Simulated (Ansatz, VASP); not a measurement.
**Two plane-wave programs on BaZrO3**

```
Ba Zr O
1.0
     4.16330    0.00000    0.00000
     0.00000    4.16330    0.00000
     0.00000    0.00000    4.16330
Ba Zr O
1 1 3
Direct
  0.00000 0.00000 0.00000
  0.50000 0.50000 0.50000
  0.50000 0.50000 0.00000
  0.50000 0.00000 0.50000
  0.00000 0.50000 0.50000
```

Change from the starting cell: hydrostatic strain -1.0%.

Alike in both runs: task single point; functional HSE06; k mesh 4 × 4 × 4; no spin polarisation.

|  | VASP | Ansatz |
| --- | --- | --- |
| version | VASP 6.6.1 | Ansatz 0.2.0 |
| potentials or method | VASP PAW PBE potentials, release 64 (Ba_sv, Zr_sv, O) | plane waves, PAW |
| plane-wave cutoff (eV) | 520 | 420 |
| occupations | gaussian, width 0.01 eV | fixed |
| valence electrons in the cell | 40 | 40 |

|  | VASP | Ansatz | Ansatz less VASP |
| --- | --- | --- | --- |
| gap on the k mesh at the Fermi level (eV) | 4.72 | 4.76 | +0.047 |
| pressure (GPa) | 4.7 | 3.6 | -1.14 |

Ansatz's warnings: stress exchange threshold loose, stress scf threshold loose.

Neither program's run includes spin-orbit coupling.
